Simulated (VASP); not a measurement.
# Fe3Pt2 (R-3m) in VASP: single point with PBE

Aim: the single point of Fe3Pt2 with PBE.

Everything below comes from runs of VASP 6.6.1. Logs are shortened: lines on timing, memory, paths and dates and some standing lists are left out, and cuts for length are marked.

## Step 1: The cell of the first run

It takes space group R-3m (No. 166, trigonal). Conventional cell: a = 4.278 Å, b = 4.278 Å, c = 13.077 Å, α = 90.00°, β = 90.00°, γ = 120.00°. Within 3.5 Å of Fe (site symmetry -3m) lie 6 Fe at 2.65 Å and 8 Pt at 2.79 to 2.93 Å. Fe (site symmetry 3m) has 7 Fe at 2.45 to 3.12 Å and 7 Pt at 2.52 to 3.08 Å within 3.2 Å. Pt (site symmetry 3m) has 11 Fe at 2.52 to 3.08 Å and 3 Pt at 2.75 Å within 3.3 Å.

## Step 2: Single point, PBE, collinear spin, ferromagnetic start

File INCAR:

```
ALGO = Normal
EDIFF = 1E-6
ENCUT = 520
GGA = PE
ISIF = 2
ISMEAR = 0
ISPIN = 2
LASPH = True
LCHARG = False
LMAXMIX = 4
LORBIT = 11
LREAL = False
LWAVE = False
MAGMOM = 4 4 4 0 0
NBANDS = 34
NELM = 150
PREC = Accurate
SIGMA = 0.1
```

File KPOINTS:

```
k-points
0
Gamma
  6 6 6
```

File POSCAR:

```
Fe3Pt2
1.0
    2.1387840879      1.2348275672      4.3590552174
   -2.1387840879      1.2348275672      4.3590552174
    0.0000000000     -2.4696551395      4.3590552160
Fe Pt
3 2
Direct
    0.0000000000      0.0000000000      0.0000000000
    0.4062228285      0.4062228285      0.4062228285
    0.5937771715      0.5937771715      0.5937771715
    0.7867661537      0.7867661537      0.7867661537
    0.2132338463      0.2132338463      0.2132338463
```

Potentials or basis: VASP PAW PBE potentials, release 64 (Fe, Pt).

On the command line:

```bash
$ cat potpaw_PBE.64/Fe/POTCAR potpaw_PBE.64/Pt/POTCAR > POTCAR
$ mpirun -np 1 vasp_std > vasp.out
```

OUTCAR:

```text
EDIFF = 1E-6
   ENCUT = 520
   GGA = PE
   ISIF = 2
   ISMEAR = 0
   ISPIN = 2
   LASPH = True
   LORBIT = 11
   LREAL = False
   NELM = 150
   PREC = Accurate

 ion  position               nearest neighbor table
   1  0.000  0.000  0.000-   3 2.65   3 2.65   2 2.65   2 2.65   3 2.65   2 2.65   5 2.79   4 2.79
                             4 2.93   5 2.93   4 2.93   5 2.93   4 2.93   5 2.93
   2  0.406  0.406  0.406-   3 2.45   5 2.52   4 2.55   4 2.55   4 2.55   1 2.65   1 2.65   1 2.65
                             5 3.08   5 3.08   5 3.08   3 3.12   3 3.12   3 3.12
   3  0.594  0.594  0.594-   2 2.45   4 2.52   5 2.55   5 2.55   5 2.55   1 2.65   1 2.65   1 2.65
                             4 3.08   4 3.08   4 3.08   2 3.12   2 3.12   2 3.12
   4  0.787  0.787  0.787-   3 2.52   2 2.55   2 2.55   2 2.55   5 2.75   5 2.75   5 2.75   1 2.79
                             1 2.93   1 2.93   1 2.93   3 3.08   3 3.08   3 3.08
   5  0.213  0.213  0.213-   2 2.52   3 2.55   3 2.55   3 2.55   4 2.75   4 2.75   4 2.75   1 2.79
                             1 2.93   1 2.93   1 2.93   2 3.08   2 3.08   2 3.08

  LATTYP: Found a trigonal (rhomboedric) cell.
 ALAT       =     5.0100457966
 COS(alpha) =     0.6355143010

  Lattice vectors:

 A1 = (   2.1387840879,   1.2348275672,   4.3590552174)
 A2 = (  -2.1387840879,   1.2348275672,   4.3590552174)
 A3 = (   0.0000000000,  -2.4696551395,   4.3590552160)

Analysis of symmetry for initial positions (statically):
=====================================================================
 Subroutine PRICEL returns:
 Original cell was already a primitive cell.

 Routine SETGRP: Setting up the symmetry group for a
 trigonal (rhombohedral) supercell.

 Subroutine GETGRP returns: Found 12 space group operations
 (whereof 12 operations were pure point group operations)
 out of a pool of 12 trial point group operations.

The static configuration has the point symmetry D_3d.

Analysis of symmetry for dynamics (positions and initial velocities):
=====================================================================
 Subroutine PRICEL returns:
 Original cell was already a primitive cell.

 Routine SETGRP: Setting up the symmetry group for a
 trigonal (rhombohedral) supercell.

 Subroutine GETGRP returns: Found 12 space group operations
 (whereof 12 operations were pure point group operations)
 out of a pool of 12 trial point group operations.

The dynamic configuration has the point symmetry D_3d.

Analysis of structural, dynamic, and magnetic symmetry:
=====================================================================
 Subroutine PRICEL returns:
 Original cell was already a primitive cell.

 Routine SETGRP: Setting up the symmetry group for a
 trigonal (rhombohedral) supercell.

 Subroutine GETGRP returns: Found 12 space group operations
 (whereof 12 operations were pure point group operations)
 out of a pool of 12 trial point group operations.

The overall configuration has the point symmetry D_3d.

 Subroutine INISYM returns: Found 12 space group operations
 (whereof 12 operations are pure point group operations),
 and found     1 'primitive' translations

----------------------------------------------------------------------------------------

                                     Primitive cell

  volume of cell :      69.0744

  direct lattice vectors                    reciprocal lattice vectors
     2.138784088  1.234827567  4.359055217     0.233777688  0.134971611  0.076469170
    -2.138784088  1.234827567  4.359055217    -0.233777688  0.134971611  0.076469170
     0.000000000 -2.469655139  4.359055216     0.000000000 -0.269943223  0.076469170

  length of vectors
     5.010045797  5.010045797  5.010045797     0.280565282  0.280565282  0.280565282

  position of ions in fractional coordinates (direct lattice)
     0.000000000  0.000000000  0.000000000
     0.406222828  0.406222828  0.406222828
     0.593777172  0.593777172  0.593777172
     0.786766154  0.786766154  0.786766154
     0.213233846  0.213233846  0.213233846

  ion indices of the primitive-cell ions
   primitive index   ion index
                 1           1
                 2           2
[... 27 lines left out ...]

 Found     32 irreducible k-points:

 Following reciprocal coordinates:
            Coordinates               Weight
  0.000000  0.000000  0.000000      1.000000
  0.166667 -0.000000  0.000000      6.000000
  0.333333  0.000000  0.000000      6.000000
  0.500000  0.000000  0.000000      3.000000
  0.166667  0.166667  0.000000      6.000000
  0.333333  0.166667 -0.000000     12.000000
[... 16 lines left out ...]
  0.500000  0.500000  0.166667      6.000000
 -0.333333  0.500000  0.166667     12.000000
 [... further k-points ...]
   k-points           NKPTS =     32   k-points in BZ     NKDIM =     32   number of bands    NBANDS=     34
   number of dos      NEDOS =    301   number of ions     NIONS =      5
   total plane-waves  NPLWV =  64000
   dimension x,y,z NGX =    40 NGY =   40 NGZ =   40
   dimension x,y,z NGXF=    80 NGYF=   80 NGZF=   80
   ions per type =               3   2
   NGX,Y,Z   is equivalent  to a cutoff of  13.27, 13.27, 13.27 a.u.
   NGXF,Y,Z  is equivalent  to a cutoff of  26.55, 26.55, 26.55 a.u.
 SYSTEM =  unknown system
   PREC   = accura    normal or accurate (medium, high low for compatibility)
   ISTART =      0    job   : 0-new  1-cont  2-samecut
   ICHARG =      2    charge: 1-file 2-atom 10-const
   ISPIN  =      2    spin polarized calculation?
   LNONCOLLINEAR =      F non collinear calculations
   LSORBIT =      F    spin-orbit coupling
   LASPH  =      T    aspherical Exc in radial PAW
   ENCUT  =  520.0 eV  38.22 Ry    6.18 a.u.   9.32  9.32  9.32*2*pi/ulx,y,z
   NELM   =    150;   NELMIN=  2; NELMDL= -5     # of ELM steps
   EDIFF  = 0.1E-05   stopping-criterion for ELM
   LREAL  =      F    real-space projection
   EDIFFG = 0.1E-04   stopping-criterion for IOM
   NSW    =      0    number of steps for IOM
   IBRION =     -1    ionic relax: 0-MD 1-quasi-New 2-CG
   NFREE  =      0    steps in history (QN), initial steepest desc. (CG)
   ISIF   =      2    stress and relaxation
   ISYM   =      2    0-nonsym 1-usesym 2-fastsym
   POTIM  = 0.5000    time-step for ionic-motion
   TEBEG  =    0.0;   TEEND  =   0.0 temperature during run
   PSTRESS=    0.0 pullay stress
   NELECT =      44.0000    total number of electrons
   NUPDOWN=      -1.0000    fix difference up-down
   EMIN   =  10.00;   EMAX   =-10.00  energy-range for DOS
   EFERMI =   0.00;   METHOD = LEGACY
   ISMEAR =     0;   SIGMA  =   0.10  broadening in eV -4-tet -1-fermi 0-gaus
   EFERMI_NEDOS =   21; number of points for ismear=-14 and -15
   IALGO  =     38    algorithm
   IMIX   =      4    mixing-type and parameters
     AMIX     =   0.40;   BMIX     =  1.00
     AMIX_MAG =   1.60;   BMIX_MAG =  1.00
  volume/ion in A,a.u.               =      13.81        93.23
  Fermi-wavevector in a.u.,A,eV,Ry     =   1.408597  2.661862 26.995939  1.984146
  Thomas-Fermi vector in A             =   2.530739
   LORBIT       =     11    0 simple, 1 ext, 2 COOP (PROOUT), +10 PAW based schemes
   GGA     = PE    functional components
   LHFCALC =     F    Hartree Fock is set to
   AEXX    =    0.0000 exact exchange contribution
   IVDW    =     0    specifies the selected vdW correction
   LEPSILON=     F    determine dielectric tensor
   LRPA    =     F    only Hartree local field effects (RPA)
 spin polarized calculation
 Gauss-broadening in eV      SIGMA  =   0.10
  energy-cutoff  :      520.00
  volume of cell :       69.07
 maximum number of plane-waves:      1888
 NGX is ok and might be reduce to    40
   NGX = 19   NGY = 19   NGZ = 19

 number of electron      44.0000000 magnetization      12.0000000

 number of electron      44.0000005 magnetization       9.4929336

 Free energy of the ion-electron system (eV)
  ---------------------------------------------------
  ext. energy  EPLUGINS =         0.00000000
  ---------------------------------------------------
  free energy    TOTEN  =       -37.47465826 eV

  energy without entropy =      -37.46569052  energy(sigma->0) =      -37.47017439

 E-fermi :   7.8866     XC(G=0): -12.8455

 val. band max:        7.8618584933   @ k =   0.5000   0.5000  -0.0000
 cond. band min:       7.8903664357   @ k =  -0.3333   0.3333   0.0000
 fundamental gap:      0.0285079424
 Fermi energy:         7.8865873892

 spin component 1

 k-point     1 :       0.0000    0.0000    0.0000
  band No.  band energies     occupation
      1      -1.3783      1.00000
      2       2.5766      1.00000
      3       2.5766      1.00000
      4       2.7408      1.00000
      5       2.7408      1.00000
      6       3.0645      1.00000
[... 877 lines left out ...]
     33      18.2826      0.00000
     34      18.5568      0.00000

 [... further k-points ...]

 spin component 2

 k-point     1 :       0.0000    0.0000    0.0000
  band No.  band energies     occupation
      1      -1.2105      1.00000
      2       3.0319      1.00000
      3       3.0319      1.00000
      4       3.1184      1.00000
      5       3.1184      1.00000
      6       3.3234      1.00000
[... 877 lines left out ...]
     33      18.9983      0.00000
     34      19.1721      0.00000

 [... further k-points ...]
[... 5 lines left out ...]
  --------------------------------------------------------------------------------------
  -------------------------------------------------------------------------------------
  Total       -0.0321037     -0.0321037     -0.1282690      0.0000000      0.0000000      0.0000000
  in kB       -0.7446433     -0.7446433     -2.9751937      0.0000000      0.0000000      0.0000000
  external PRESSURE =      -1.4881601 kB  Pullay stress =       0.0000000 kB

 VOLUME and BASIS-vectors are now :
 -----------------------------------------------------------------------------
  energy-cutoff  :      520.00
  volume of cell :       69.07
      direct lattice vectors                 reciprocal lattice vectors
     2.138784088  1.234827567  4.359055217     0.233777688  0.134971611  0.076469170
    -2.138784088  1.234827567  4.359055217    -0.233777688  0.134971611  0.076469170
     0.000000000 -2.469655139  4.359055216     0.000000000 -0.269943223  0.076469170

 POSITION                                       TOTAL-FORCE (eV/Angst)
 -----------------------------------------------------------------------------------
      0.00000      0.00000      0.00000         0.000000     -0.000000     -0.000000
      0.00000     -0.00000      5.31224         0.000000      0.000000     -0.027365
      0.00000     -0.00000      7.76492         0.000000     -0.000000      0.027365
      0.00000     -0.00000     10.28867         0.000000     -0.000000      0.012713
      0.00000     -0.00000      2.78849         0.000000      0.000000     -0.012713
 -----------------------------------------------------------------------------------
    total drift:                               -0.000000     -0.000000     -0.000000

  FREE ENERGIE OF THE ION-ELECTRON SYSTEM (eV)
  ---------------------------------------------------
  free  energy   TOTEN  =       -37.4746582636 eV

  energy  without entropy=      -37.4656905246  energy(sigma->0) =      -37.47017439

 total charge

# of ion       s       p       d       tot
------------------------------------------
    1        0.377   0.387   6.147   6.911
    2        0.439   0.480   6.138   7.057
    3        0.439   0.480   6.138   7.057
    4        0.713   0.638   8.038   9.389
    5        0.713   0.638   8.038   9.389
--------------------------------------------------
tot          2.683   2.623  34.498  39.804

 magnetization (x)

# of ion       s       p       d       tot
------------------------------------------
    1        0.008  -0.006   2.856   2.858
    2        0.009  -0.014   2.912   2.907
    3        0.009  -0.014   2.912   2.907
    4       -0.026  -0.075   0.477   0.376
    5       -0.026  -0.075   0.477   0.376
--------------------------------------------------
tot         -0.027  -0.183   9.634   9.424
```

It took 8.4 min on 1 thread of AMD EPYC, shared host; peak memory 0.31 GiB.

What came out:

| Item | Value |
| --- | --- |
| Free energy | -37.4747 eV |
| Pressure | -0.1 GPa |
| Largest force | 0.027 eV/Å |
| Net moment | 9.49 μB per cell |
| Site moments | Fe +2.86, +2.91; Pt +0.38 μB |
| Valence electrons inside the program's atomic spheres | Fe 6.91, 7.06; Pt 9.39 |

Forces on the atoms (eV/Å):
```
Fe   0.000  0.000  0.000
Fe   0.000  0.000 -0.027
Fe   0.000  0.000  0.027
Pt   0.000  0.000  0.013
Pt   0.000  0.000 -0.013
```

Levels at points of the mesh, in eV from the Fermi level:
Spin up:
| k point | band 24 | band 25 | band 26 | band 27 | band 28 | band 29 | band 30 | band 31 |
| --- | --- | --- | --- | --- | --- | --- | --- | --- |
| (0.00, 0.00, 0.00) | -1.01 | -0.92 | -0.92 | 3.07 | 3.61 | 6.08 | 6.08 | 6.77 |
| (0.50, 0.00, 0.00) | -1.09 | -0.99 | -0.93 | -0.32 | 0.14 | 4.40 | 5.34 | 5.48 |
| (0.50, 0.50, 0.00) | -1.10 | -0.55 | -0.33 | -0.15 | -0.10 | 0.73 | 1.40 | 6.13 |
| (0.50, 0.50, 0.50) | -1.24 | -0.64 | -0.64 | -0.61 | 6.34 | 6.34 | 6.58 | 6.87 |
Spin down:
| k point | band 13 | band 14 | band 15 | band 16 | band 17 | band 18 | band 19 | band 20 | band 21 | band 22 |
| --- | --- | --- | --- | --- | --- | --- | --- | --- | --- | --- |
| (0.00, 0.00, 0.00) | -1.24 | -0.93 | -0.93 | -0.73 | -0.22 | -0.22 | 0.36 | 0.36 | 1.05 | 1.05 |
| (0.50, 0.00, 0.00) | -1.26 | -1.17 | -0.64 | -0.54 | -0.06 | 0.26 | 0.29 | 0.51 | 0.79 | 0.89 |
| (0.50, 0.50, 0.00) | -1.98 | -0.64 | -0.59 | -0.42 | -0.02 | 0.27 | 0.30 | 0.61 | 0.92 | 1.08 |
| (0.50, 0.50, 0.50) | -0.98 | -0.98 | -0.68 | -0.68 | -0.35 | 0.80 | 0.98 | 0.98 | 1.17 | 1.17 |

Caveat: spin-orbit coupling is left out, which moves the levels of the heavy elements.
